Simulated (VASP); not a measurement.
# PbSe (Cmc2_1) in VASP: relaxation of cell and atoms with PBE

Aim: the relaxation of cell and atoms of PbSe with PBE.

All numbers are computed with VASP 6.6.1; they aren't measurements. Logs are shortened: lines on timing, memory, paths and dates and some standing lists are left out, and cuts for length are marked.

### 1 The cell of the first run

The typed cell holds 4 atoms: a = 4.269 Å, b = 4.269 Å, c = 7.927 Å, α = 90.00°, β = 90.00°, γ = 120.08°.

### 2 Relaxation of cell and atoms, PBE

File INCAR:

```
  PREC = Accurate
  ENCUT = 600
  EDIFF = 1E-7
  ISMEAR = 0
  SIGMA = 0.01
  LREAL = False
  LASPH = True
  NELM = 100
  ALGO = Normal
  ISIF = 3
  LWAVE = False
  LCHARG = False
  GGA = PE
  IBRION = 2
  NSW = 80
  EDIFFG = -0.001
```

File KPOINTS:

```
regular mesh
0
Gamma
  8 8 4
```

File POSCAR:

```
PbSe
1.0
    2.1320823001     -3.6986445919      0.0000000000
    2.1320823001      3.6986445919      0.0000000000
    0.0000000000      0.0000000000      7.9266649637
Pb Se
2 2
Direct
    0.8331975134      0.1668024866      0.7278594455
    0.1668024866      0.8331975134      0.2278594455
    0.4999401503      0.5000598497      0.0219901382
    0.5000598497      0.4999401503      0.5219901382
```

Potentials or basis: VASP PAW PBE potentials, release 64 (Pb_d, Se).

On the command line:

```
cat potpaw_PBE.64/Pb_d/POTCAR potpaw_PBE.64/Se/POTCAR > POTCAR
mpirun -np 1 vasp_std > vasp.out
```

OUTCAR:

```text
PREC = Accurate
   ENCUT = 600
   EDIFF = 1E-7
   ISMEAR = 0
   LREAL = False
   LASPH = True
   NELM = 100
   ISIF = 3
   GGA = PE
   IBRION = 2
   NSW = 80
   EDIFFG = -0.001

 ion  position               nearest neighbor table
   1  0.833  0.167  0.728-   4 2.96   4 2.96   4 2.96   3 3.39   3 3.39   3 3.39
   2  0.167  0.833  0.228-   3 2.96   3 2.96   3 2.96   4 3.39   4 3.39   4 3.39
   3  0.500  0.500  0.022-   2 2.96   2 2.96   2 2.96   1 3.39   1 3.39   1 3.39
   4  0.500  0.500  0.522-   1 2.96   1 2.96   1 2.96   2 3.39   2 3.39   2 3.39

  LATTYP: Found a base centered orthorhombic cell.
 ALAT       =     4.2641646002
 B/A-ratio  =     1.7347569518
 C/A-ratio  =     1.8589022017

  Lattice vectors:

 A1 = (   2.1320823001,  -3.6986445919,   0.0000000000)
 A2 = (   2.1320823001,   3.6986445919,   0.0000000000)
 A3 = (   0.0000000000,   0.0000000000,   7.9266649637)

Analysis of symmetry for initial positions (statically):
=====================================================================
 Subroutine PRICEL returns:
 Original cell was already a primitive cell.

 Routine SETGRP: Setting up the symmetry group for a
 base centered orthorhombic supercell.

 Subroutine GETGRP returns: Found  4 space group operations
 (whereof  2 operations were pure point group operations)
 out of a pool of  8 trial point group operations.

The static configuration has the point symmetry C_1h.
 The point group associated with its full space group is C_2v.

Analysis of symmetry for dynamics (positions and initial velocities):
=====================================================================
 Subroutine PRICEL returns:
 Original cell was already a primitive cell.

 Routine SETGRP: Setting up the symmetry group for a
 base centered orthorhombic supercell.

 Subroutine GETGRP returns: Found  4 space group operations
 (whereof  2 operations were pure point group operations)
 out of a pool of  8 trial point group operations.

The dynamic configuration has the point symmetry C_1h.
 The point group associated with its full space group is C_2v.

 Subroutine INISYM returns: Found  4 space group operations
 (whereof  2 operations are pure point group operations),
 and found     1 'primitive' translations

----------------------------------------------------------------------------------------

                                     Primitive cell

  volume of cell :     125.0164

  direct lattice vectors                    reciprocal lattice vectors
     2.132082300 -3.698644592  0.000000000     0.234512523 -0.135184657  0.000000000
     2.132082300  3.698644592  0.000000000     0.234512523  0.135184657  0.000000000
     0.000000000  0.000000000  7.926664964     0.000000000  0.000000000  0.126156461

  length of vectors
     4.269162301  4.269162301  7.926664964     0.270686193  0.270686193  0.126156461

  position of ions in fractional coordinates (direct lattice)
     0.833197513  0.166802487  0.727859446
     0.166802487  0.833197513  0.227859446
     0.499940150  0.500059850  0.021990138
     0.500059850  0.499940150  0.521990138

  ion indices of the primitive-cell ions
   primitive index   ion index
                 1           1
                 2           2
                 3           3
                 4           4

----------------------------------------------------------------------------------------

 KPOINTS: regular mesh

Automatic generation of k-mesh.
 Grid dimensions read from file:
 generate k-points for:    8    8    4

 Generating k-lattice:

  Cartesian coordinates                     Fractional coordinates (reciprocal lattice)
     0.029314065 -0.016898082  0.000000000     0.125000000  0.000000000  0.000000000
     0.029314065  0.016898082  0.000000000     0.000000000  0.125000000  0.000000000
     0.000000000  0.000000000  0.031539115     0.000000000  0.000000000  0.250000000

  Length of vectors
     0.033835774  0.033835774  0.031539115

  Shift w.r.t. Gamma in fractional coordinates (k-lattice)
     0.000000000  0.000000000  0.000000000

 Subroutine IBZKPT returns following result:
 ===========================================

 Found     63 irreducible k-points:

 Following reciprocal coordinates:
            Coordinates               Weight
  0.000000  0.000000  0.000000      1.000000
  0.125000  0.000000  0.000000      4.000000
  0.250000  0.000000  0.000000      4.000000
  0.375000  0.000000  0.000000      4.000000
  0.500000  0.000000  0.000000      2.000000
  0.125000  0.125000  0.000000      2.000000
[... 16 lines left out ...]
  0.125000  0.000000  0.250000      8.000000
  0.250000  0.000000  0.250000      8.000000
 [... further k-points ...]
   k-points           NKPTS =     63   k-points in BZ     NKDIM =     63   number of bands    NBANDS=     24
   number of dos      NEDOS =    301   number of ions     NIONS =      4
   total plane-waves  NPLWV =  82944
   dimension x,y,z NGX =    36 NGY =   36 NGZ =   64
   dimension x,y,z NGXF=    72 NGYF=   72 NGZF=  128
   ions per type =               2   2
   NGX,Y,Z   is equivalent  to a cutoff of  14.02, 14.02, 13.42 a.u.
   NGXF,Y,Z  is equivalent  to a cutoff of  28.04, 28.04, 26.85 a.u.
 SYSTEM =  unknown system
   PREC   = accura    normal or accurate (medium, high low for compatibility)
   ISTART =      0    job   : 0-new  1-cont  2-samecut
   ICHARG =      2    charge: 1-file 2-atom 10-const
   ISPIN  =      1    spin polarized calculation?
   LNONCOLLINEAR =      F non collinear calculations
   LSORBIT =      F    spin-orbit coupling
   LASPH  =      T    aspherical Exc in radial PAW
   ENCUT  =  600.0 eV  44.10 Ry    6.64 a.u.   8.53  8.53 15.83*2*pi/ulx,y,z
   NELM   =    100;   NELMIN=  2; NELMDL= -5     # of ELM steps
   EDIFF  = 0.1E-06   stopping-criterion for ELM
   LREAL  =      F    real-space projection
   EDIFFG = -.1E-02   stopping-criterion for IOM
   NSW    =     80    number of steps for IOM
   IBRION =      2    ionic relax: 0-MD 1-quasi-New 2-CG
   NFREE  =      1    steps in history (QN), initial steepest desc. (CG)
   ISIF   =      3    stress and relaxation
   ISYM   =      2    0-nonsym 1-usesym 2-fastsym
   POTIM  = 0.5000    time-step for ionic-motion
   TEBEG  =    0.0;   TEEND  =   0.0 temperature during run
   PSTRESS=    0.0 pullay stress
   NELECT =      40.0000    total number of electrons
   NUPDOWN=      -1.0000    fix difference up-down
   EMIN   =  10.00;   EMAX   =-10.00  energy-range for DOS
   EFERMI =   0.00;   METHOD = LEGACY
   ISMEAR =     0;   SIGMA  =   0.01  broadening in eV -4-tet -1-fermi 0-gaus
   EFERMI_NEDOS =   21; number of points for ismear=-14 and -15
   IALGO  =     38    algorithm
   IMIX   =      4    mixing-type and parameters
     AMIX     =   0.40;   BMIX     =  1.00
     AMIX_MAG =   1.60;   BMIX_MAG =  1.00
  volume/ion in A,a.u.               =      31.25       210.91
  Fermi-wavevector in a.u.,A,eV,Ry     =   1.119711  2.115946 17.058331  1.253752
  Thomas-Fermi vector in A             =   2.256352
   LORBIT       =      0    0 simple, 1 ext, 2 COOP (PROOUT), +10 PAW based schemes
   GGA     = PE    functional components
   LHFCALC =     F    Hartree Fock is set to
   AEXX    =    0.0000 exact exchange contribution
   IVDW    =     0    specifies the selected vdW correction
   LEPSILON=     F    determine dielectric tensor
   LRPA    =     F    only Hartree local field effects (RPA)
 conjugate gradient relaxation of ions
 non-spin polarized calculation
 Gauss-broadening in eV      SIGMA  =   0.01
  energy-cutoff  :      600.00
  volume of cell :      125.02
 maximum number of plane-waves:      4220
 NGX is ok and might be reduce to    36
   NGX = 17   NGY = 17   NGZ = 31

--------------------------------------- Ionic step        1  -------------------------------------------

 number of electron      40.0000000 magnetization

 Free energy of the ion-electron system (eV)
  ---------------------------------------------------
  ext. energy  EPLUGINS =         0.00000000
  ---------------------------------------------------
  free energy    TOTEN  =       -16.08498632 eV

  energy without entropy =      -16.08498632  energy(sigma->0) =      -16.08498632

------------------------ aborting loop because EDIFF is reached ----------------------------------------

  FORCE on cell =-STRESS in cart. coord.  units (eV):
  Direction    XX          YY          ZZ          XY          YZ          ZX
  --------------------------------------------------------------------------------------
  -------------------------------------------------------------------------------------
  Total        0.0308420      0.0074688      0.0097402      0.0000000      0.0000000      0.0000000
  in kB        0.3952631      0.0957180      0.1248279      0.0000000      0.0000000      0.0000000
  external PRESSURE =       0.2052697 kB  Pullay stress =       0.0000000 kB
[... 95 lines left out ...]
  FREE ENERGIE OF THE ION-ELECTRON SYSTEM (eV)
  ---------------------------------------------------
  free  energy   TOTEN  =       -16.0850181962 eV

  energy  without entropy=      -16.0850181962  energy(sigma->0) =      -16.08501820

[... ionic steps 4 to 15 ...]

--------------------------------------- Ionic step       16  -------------------------------------------

 number of electron      40.0000000 magnetization

------------------------ aborting loop because EDIFF is reached ----------------------------------------

  FORCE on cell =-STRESS in cart. coord.  units (eV):
  Direction    XX          YY          ZZ          XY          YZ          ZX
  --------------------------------------------------------------------------------------
  -------------------------------------------------------------------------------------
  Total        0.0054831      0.0048736      0.0059595      0.0000000      0.0000000      0.0000000
  in kB        0.0703454      0.0625259      0.0764567      0.0000000      0.0000000      0.0000000
  external PRESSURE =       0.0697760 kB  Pullay stress =       0.0000000 kB
[... 61 lines left out ...]
  energy  without entropy=      -16.0850570397  energy(sigma->0) =      -16.08505704

--------------------------------------- Ionic step       18  -------------------------------------------

 number of electron      40.0000000 magnetization

 Free energy of the ion-electron system (eV)
  ---------------------------------------------------
  ext. energy  EPLUGINS =         0.00000000
  ---------------------------------------------------
  free energy    TOTEN  =       -16.08505733 eV

  energy without entropy =      -16.08505733  energy(sigma->0) =      -16.08505733

 E-fermi :   3.8419     XC(G=0):  -9.1029

 val. band max:        3.7944499953   @ k =   0.0000   0.0000   0.0000
 cond. band min:       4.5071027067   @ k =   0.5000   0.5000   0.0000
 fundamental gap:      0.7126527114
 Fermi energy:         3.8419223334

 k-point     1 :       0.0000    0.0000    0.0000
  band No.  band energies     occupation
      1     -12.6180      2.00000
      2     -12.6180      2.00000
      3     -12.6141      2.00000
      4     -12.6141      2.00000
      5     -12.5844      2.00000
      6     -12.5787      2.00000
[... 637 lines left out ...]
     23       7.0643      0.00000
     24       7.8424      0.00000

 [... further k-points ...]
[... 5 lines left out ...]
  --------------------------------------------------------------------------------------
  -------------------------------------------------------------------------------------
  Total        0.0003692     -0.0006435      0.0020556      0.0000000      0.0000000      0.0000000
  in kB        0.0047363     -0.0082545      0.0263695      0.0000000      0.0000000      0.0000000
  external PRESSURE =       0.0076171 kB  Pullay stress =       0.0000000 kB
[... 19 lines left out ...]
  FREE ENERGIE OF THE ION-ELECTRON SYSTEM (eV)
  ---------------------------------------------------
  free  energy   TOTEN  =       -16.0850573336 eV

  energy  without entropy=      -16.0850573336  energy(sigma->0) =      -16.08505733

 reached required accuracy - stopping structural energy minimisation
```

Run time: 13 min. Hardware: 1 thread of Intel Xeon 6975P-C (Granite Rapids), shared host; peak memory 0.43 GiB.

Results:

```yaml
Free_energy: -16.0851 eV
Relaxed_volume: 31.22 Å³/atom
Relaxed_cell: a = 4.269 Å, b = 4.269 Å, c = 7.914 Å, α = 90.00°, β = 90.00°, γ = 120.00°
Space_group_after_relaxing_to_0.05_Å: P6_3mc (No. 186)
Energy_gained_by_relaxing: 0.0 meV/atom
Ionic_steps: 18
Pressure_after_relaxing: 0.0 GPa
Band_gap_on_the_k_mesh: 0.71 eV, indirect (the least direct gap lies 2.3 meV higher)
```

Final structure:
```
Pb Se
1.0
     2.13429   -3.69687    0.00000
     2.13429    3.69687    0.00000
     0.00000    0.00000    7.91448
Pb Se
2 2
Direct
  0.83332 0.16668 0.72831
  0.16668 0.83332 0.22831
  0.50002 0.49998 0.02154
  0.49998 0.50002 0.52154
```

Caveat: spin-orbit coupling is left out, which moves the levels of the heavy elements. A k mesh can miss the band edges.
